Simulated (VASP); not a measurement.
# ZrH (I-4m2) in VASP: a series of runs

ZrH is run at these levels: LDA; tasks: single point.

Program: VASP 6.6.1. These are calculated values, not measurements. Logs are shortened: lines on timing, memory, paths and dates and some standing lists are left out, and cuts for length are marked.

**1. The cell of the first run**

It takes space group I-4m2 (No. 119, tetragonal). The conventional cell has a = 3.198 Å, b = 3.198 Å, c = 4.872 Å, α = 90.00°, β = 90.00°, γ = 90.00°. Within 2.7 Å of Zr (site symmetry -4m2) lie 4 H at 2.01 Å. H (site symmetry -4m2) has 4 Zr at 2.01 Å within 2.7 Å.

**2. Single point, LDA**

INCAR reads:

```
PREC = Accurate
ENCUT = 520
EDIFF = 1E-7
ISMEAR = 1
SIGMA = 0.15
LREAL = F
LASPH = T
NELM = 100
ALGO = Normal
ISIF = 2
LWAVE = F
LCHARG = F
GGA = CA
NBANDS = 14
```

KPOINTS reads:

```
regular mesh
0
Gamma
  12 12 12
```

POSCAR reads:

```
ZrH
1.0
   -1.5988465521      1.5988465521      2.4357504838
    1.5988465521     -1.5988465521      2.4357504838
    1.5988465521      1.5988465521     -2.4357504838
Zr H
1 1
Direct
    0.0000000000      0.0000000000      0.0000000000
    0.7500000000      0.2500000000      0.5000000000
```

Potentials or basis: VASP PAW LDA potentials, release 64 (Zr_sv, H).

On the command line:

```
$ cat potpaw_LDA.64/Zr_sv/POTCAR potpaw_LDA.64/H/POTCAR > POTCAR
$ mpirun -np 1 vasp_std > vasp.out
```

OUTCAR:

```text
PREC = Accurate
   ENCUT = 520
   EDIFF = 1E-7
   ISMEAR = 1
   LREAL = F
   LASPH = T
   NELM = 100
   ISIF = 2
   GGA = CA

 ion  position               nearest neighbor table
   1  0.000  0.000  0.000-   2 2.01   2 2.01   2 2.01   2 2.01
   2  0.750  0.250  0.500-   1 2.01   1 2.01   1 2.01   1 2.01

  LATTYP: Found a body centered tetragonal cell.
 ALAT       =     3.1976931042
 C/A-ratio  =     1.5234423095

  Lattice vectors:

 A1 = (  -1.5988465521,   1.5988465521,   2.4357504838)
 A2 = (   1.5988465521,  -1.5988465521,   2.4357504838)
 A3 = (   1.5988465521,   1.5988465521,  -2.4357504838)

Analysis of symmetry for initial positions (statically):
=====================================================================
 Subroutine PRICEL returns:
 Original cell was already a primitive cell.

 Routine SETGRP: Setting up the symmetry group for a
 body centered tetragonal supercell.

 Subroutine GETGRP returns: Found  8 space group operations
 (whereof  8 operations were pure point group operations)
 out of a pool of 16 trial point group operations.

The static configuration has the point symmetry D_2d.

Analysis of symmetry for dynamics (positions and initial velocities):
=====================================================================
 Subroutine PRICEL returns:
 Original cell was already a primitive cell.

 Routine SETGRP: Setting up the symmetry group for a
 body centered tetragonal supercell.

 Subroutine GETGRP returns: Found  8 space group operations
 (whereof  8 operations were pure point group operations)
 out of a pool of 16 trial point group operations.

The dynamic configuration has the point symmetry D_2d.

 Subroutine INISYM returns: Found  8 space group operations
 (whereof  8 operations are pure point group operations),
 and found     1 'primitive' translations

----------------------------------------------------------------------------------------

                                     Primitive cell

  volume of cell :      24.9061

  direct lattice vectors                    reciprocal lattice vectors
    -1.598846552  1.598846552  2.435750484     0.000000000  0.312725445  0.205275542
     1.598846552 -1.598846552  2.435750484     0.312725445  0.000000000  0.205275542
     1.598846552  1.598846552 -2.435750484     0.312725445  0.312725445  0.000000000

  length of vectors
     3.323477247  3.323477247  3.323477247     0.374079206  0.374079206  0.442260566

  position of ions in fractional coordinates (direct lattice)
     0.000000000  0.000000000  0.000000000
     0.750000000  0.250000000  0.500000000

  ion indices of the primitive-cell ions
   primitive index   ion index
                 1           1
                 2           2

----------------------------------------------------------------------------------------

 KPOINTS: regular mesh

Automatic generation of k-mesh.
 Grid dimensions read from file:
 generate k-points for:   12   12   12

 Generating k-lattice:

  Cartesian coordinates                     Fractional coordinates (reciprocal lattice)
     0.000000000  0.026060454  0.017106295     0.083333333  0.000000000  0.000000000
     0.026060454  0.000000000  0.017106295     0.000000000  0.083333333  0.000000000
     0.026060454  0.026060454  0.000000000     0.000000000  0.000000000  0.083333333

  Length of vectors
     0.031173267  0.031173267  0.036855047

  Shift w.r.t. Gamma in fractional coordinates (k-lattice)
     0.000000000  0.000000000  0.000000000

 Subroutine IBZKPT returns following result:
 ===========================================

 Found    163 irreducible k-points:

 Following reciprocal coordinates:
            Coordinates               Weight
  0.000000  0.000000  0.000000      1.000000
  0.083333 -0.000000  0.000000      8.000000
  0.166667  0.000000  0.000000      8.000000
  0.250000 -0.000000  0.000000      8.000000
  0.333333 -0.000000  0.000000      8.000000
  0.416667  0.000000  0.000000      8.000000
[... 16 lines left out ...]
  0.500000  0.166667  0.000000     16.000000
 -0.416667  0.166667  0.000000     16.000000
 [... further k-points ...]
   k-points           NKPTS =    163   k-points in BZ     NKDIM =    163   number of bands    NBANDS=     14
   number of dos      NEDOS =    301   number of ions     NIONS =      2
   total plane-waves  NPLWV =  21952
   dimension x,y,z NGX =    28 NGY =   28 NGZ =   28
   dimension x,y,z NGXF=    56 NGYF=   56 NGZF=   56
   ions per type =               1   1
   NGX,Y,Z   is equivalent  to a cutoff of  14.01, 14.01, 14.01 a.u.
   NGXF,Y,Z  is equivalent  to a cutoff of  28.01, 28.01, 28.01 a.u.
 SYSTEM =  unknown system
   PREC   = accura    normal or accurate (medium, high low for compatibility)
   ISTART =      0    job   : 0-new  1-cont  2-samecut
   ICHARG =      2    charge: 1-file 2-atom 10-const
   ISPIN  =      1    spin polarized calculation?
   LNONCOLLINEAR =      F non collinear calculations
   LSORBIT =      F    spin-orbit coupling
   LASPH  =      T    aspherical Exc in radial PAW
   ENCUT  =  520.0 eV  38.22 Ry    6.18 a.u.   6.18  6.18  6.18*2*pi/ulx,y,z
   NELM   =    100;   NELMIN=  2; NELMDL= -5     # of ELM steps
   EDIFF  = 0.1E-06   stopping-criterion for ELM
   LREAL  =      F    real-space projection
   EDIFFG = 0.1E-05   stopping-criterion for IOM
   NSW    =      0    number of steps for IOM
   IBRION =     -1    ionic relax: 0-MD 1-quasi-New 2-CG
   NFREE  =      0    steps in history (QN), initial steepest desc. (CG)
   ISIF   =      2    stress and relaxation
   ISYM   =      2    0-nonsym 1-usesym 2-fastsym
   POTIM  = 0.5000    time-step for ionic-motion
   TEBEG  =    0.0;   TEEND  =   0.0 temperature during run
   PSTRESS=    0.0 pullay stress
   NELECT =      13.0000    total number of electrons
   NUPDOWN=      -1.0000    fix difference up-down
   EMIN   =  10.00;   EMAX   =-10.00  energy-range for DOS
   EFERMI =   0.00;   METHOD = LEGACY
   ISMEAR =     1;   SIGMA  =   0.15  broadening in eV -4-tet -1-fermi 0-gaus
   EFERMI_NEDOS =   21; number of points for ismear=-14 and -15
   IALGO  =     38    algorithm
   IMIX   =      4    mixing-type and parameters
     AMIX     =   0.40;   BMIX     =  1.00
     AMIX_MAG =   1.60;   BMIX_MAG =  1.00
  volume/ion in A,a.u.               =      12.45        84.04
  Fermi-wavevector in a.u.,A,eV,Ry     =   1.318117  2.490879 23.639189  1.737431
  Thomas-Fermi vector in A             =   2.448109
   LORBIT       =      0    0 simple, 1 ext, 2 COOP (PROOUT), +10 PAW based schemes
   GGA     = CA    functional components
   LHFCALC =     F    Hartree Fock is set to
   AEXX    =    0.0000 exact exchange contribution
   IVDW    =     0    specifies the selected vdW correction
   LEPSILON=     F    determine dielectric tensor
   LRPA    =     F    only Hartree local field effects (RPA)
 non-spin polarized calculation
 Methfessel and Paxton  Order N= 1 SIGMA  =   0.15
  energy-cutoff  :      520.00
  volume of cell :       24.91
 maximum number of plane-waves:       685
 NGX is ok and might be reduce to    28
   NGX = 13   NGY = 13   NGZ = 13

 number of electron      13.0000000 magnetization

 Free energy of the ion-electron system (eV)
  ---------------------------------------------------
  ext. energy  EPLUGINS =         0.00000000
  ---------------------------------------------------
  free energy    TOTEN  =       -13.54364975 eV

  energy without entropy =      -13.54527155  energy(sigma->0) =      -13.54419035

 E-fermi :   8.3062     XC(G=0): -11.4528

 val. band max:        8.2981645871   @ k =   0.5000   0.2500   0.0833
 cond. band min:       8.3198122808   @ k =  -0.2500  -0.2500   0.0833
 fundamental gap:      0.0216476936
 Fermi energy:         8.3062363037

 k-point     1 :       0.0000    0.0000    0.0000
  band No.  band energies     occupation
      1     -40.0455      2.00000
      2     -17.8302      2.00000
      3     -17.7979      2.00000
      4     -17.7979      2.00000
      5       0.3162      2.00000
      6       8.4691     -0.06381
      7       9.1540     -0.00000
      8       9.1540     -0.00000
      9      10.8215     -0.00000
     10      11.9634      0.00000
     11      12.6354      0.00000
     12      21.1256      0.00000
     13      22.8224      0.00000
     14      22.8224      0.00000

 k-point     2 :       0.0833   -0.0000    0.0000
  band No.  band energies     occupation
      1     -40.0376      2.00000
      2     -17.8743      2.00000
      3     -17.8274      2.00000
      4     -17.8026      2.00000
      5       0.4857      2.00000
      6       8.3279      0.75838
      7       8.9218     -0.00000
      8       9.2547     -0.00000
      9      10.7962     -0.00000
     10      11.8361      0.00000
     11      13.2870      0.00000
     12      21.0875      0.00000
     13      22.3244      0.00000
     14      23.2423      0.00000

 k-point     3 :       0.1667    0.0000    0.0000
  band No.  band energies     occupation
      1     -40.0159      2.00000
      2     -18.0406      2.00000
      3     -17.8584      2.00000
      4     -17.8153      2.00000
      5       0.9358      2.00000
      6       7.7148      2.00000
      7       8.9538     -0.00000
      8       9.4922     -0.00000
      9      10.8195     -0.00000
     10      11.5941      0.00000
     11      14.5550      0.00000
     12      20.3035      0.00000
     13      23.0601      0.00000
     14      24.3886      0.00000
[... 324 lines left out ...]
 k-point    23 :       0.5000    0.1667    0.0000
  band No.  band energies     occupation
      1     -39.9131      2.00000
      2     -18.6141      2.00000
      3     -18.0430      2.00000
      4     -17.9855      2.00000
      5       2.4992      2.00000
      6       7.4227      2.00000
      7       8.3243      0.79763
      8       9.4532     -0.00000
      9      13.0932      0.00000
     10      13.3801      0.00000
     11      16.3830      0.00000
     12      17.5432      0.00000
     13      21.2098      0.00000
     14      21.9013      0.00000

 k-point    24 :      -0.4167    0.1667    0.0000
  band No.  band energies     occupation
      1     -39.9275      2.00000
      2     -18.5295      2.00000
      3     -18.0041      2.00000
      4     -17.9800      2.00000
      5       2.3767      2.00000
      6       6.9678      2.00000
      7       8.5477     -0.04523
      8       9.5926     -0.00000
      9      12.2344      0.00000
     10      13.0186      0.00000
     11      17.1386      0.00000
     12      18.2227      0.00000
     13      21.5171      0.00000
     14      22.5675      0.00000

 [... further k-points ...]

------------------------ aborting loop because EDIFF is reached ----------------------------------------

  FORCE on cell =-STRESS in cart. coord.  units (eV):
  Direction    XX          YY          ZZ          XY          YZ          ZX
  --------------------------------------------------------------------------------------
  -------------------------------------------------------------------------------------
  Total        0.4729092      0.4729092      0.6275214      0.0000000     -0.0000000      0.0000000
  in kB       30.4215984     30.4215984     40.3675878      0.0000000     -0.0000000      0.0000000
  external PRESSURE =      33.7369282 kB  Pullay stress =       0.0000000 kB

 VOLUME and BASIS-vectors are now :
 -----------------------------------------------------------------------------
  energy-cutoff  :      520.00
  volume of cell :       24.91
      direct lattice vectors                 reciprocal lattice vectors
    -1.598846552  1.598846552  2.435750484     0.000000000  0.312725445  0.205275542
     1.598846552 -1.598846552  2.435750484     0.312725445  0.000000000  0.205275542
     1.598846552  1.598846552 -2.435750484     0.312725445  0.312725445  0.000000000

 POSITION                                       TOTAL-FORCE (eV/Angst)
 -----------------------------------------------------------------------------------
      0.00000      0.00000      0.00000         0.000000      0.000000     -0.000000
     -0.00000      1.59885      1.21788        -0.000000     -0.000000      0.000000
 -----------------------------------------------------------------------------------
    total drift:                               -0.000000      0.000000      0.000000

  FREE ENERGIE OF THE ION-ELECTRON SYSTEM (eV)
  ---------------------------------------------------
  free  energy   TOTEN  =       -13.5436497518 eV

  energy  without entropy=      -13.5452715489  energy(sigma->0) =      -13.54419035
```

Wall time 43 s (1 thread of Intel Xeon Platinum 8488C (Sapphire Rapids), shared host); peak memory 0.18 GiB.

What came out:

* Free energy: -13.5436 eV
* Pressure: 3.4 GPa

Stress tensor (GPa, compression positive):
```
3.04 0.00 0.00
0.00 3.04 0.00
0.00 0.00 4.04
```

**3. Single point, LDA**

This run uses another cell than the first one, of 12.81 Å³/atom, 1.029 times its volume.

INCAR reads:

```
SYSTEM = ZrH
  ALGO = Normal
  EDIFF = 1E-7
  ENCUT = 520
  GGA = CA
  ISIF = 2
  ISMEAR = 1
  LASPH = .TRUE.
  LCHARG = .TRUE.
  LELF = .TRUE.
  LREAL = .FALSE.
  LVHAR = .TRUE.
  LWAVE = .FALSE.
  NBANDS = 14
  NELM = 80
  PREC = Accurate
  SIGMA = 0.15
```

KPOINTS reads:

```
k-points
0
G
  12 12 12
  0 0 0
```

POSCAR reads:

```
ZrH
1.0
   -1.6141474488      1.6141474488      2.4590605172
    1.6141474488     -1.6141474488      2.4590605172
    1.6141474488      1.6141474488     -2.4590605172
Zr H
1 1
Direct
    0.0000000000      0.0000000000      0.0000000000
    0.7500000000      0.2500000000      0.5000000000
```

Potentials or basis: VASP PAW LDA potentials, release 64 (Zr_sv, H).

On the command line:

```
$ cat potpaw_LDA.64/Zr_sv/POTCAR potpaw_LDA.64/H/POTCAR > POTCAR
$ mpirun -np 1 vasp_std > vasp.out
```

Run time: 43 s. Hardware: 1 thread of Intel Xeon Platinum 8488C (Sapphire Rapids), shared host; peak memory 0.18 GiB.

Results (log left out):

| Property | Result |
| --- | --- |
| Free energy | -13.5508 eV |
| Pressure | -0.4 GPa |

Stress tensor (GPa, compression positive):
```
-0.61  0.00  0.00
 0.00 -0.61  0.00
 0.00  0.00 -0.03
```

Levels at points of the mesh, in eV from the Fermi level:
| k point | band 2 | band 3 | band 4 | band 5 | band 6 | band 7 | band 8 | band 9 | band 10 | band 11 |
| --- | --- | --- | --- | --- | --- | --- | --- | --- | --- | --- |
| (0.00, 0.00, 0.00) | -26.24 | -26.21 | -26.21 | -7.90 | 0.17 | 0.83 | 0.83 | 2.44 | 3.54 | 4.28 |
| (0.50, 0.00, 0.00) | -27.02 | -26.36 | -26.27 | -6.05 | -0.22 | 0.21 | 0.97 | 4.40 | 4.77 | 6.94 |
| (0.50, 0.50, 0.00) | -26.98 | -26.57 | -26.47 | -5.52 | -2.78 | 0.95 | 4.52 | 4.57 | 5.36 | 7.90 |
| (0.50, 0.50, 0.50) | -26.98 | -26.42 | -26.42 | -5.35 | -2.83 | 0.18 | 4.77 | 4.93 | 4.93 | 9.02 |
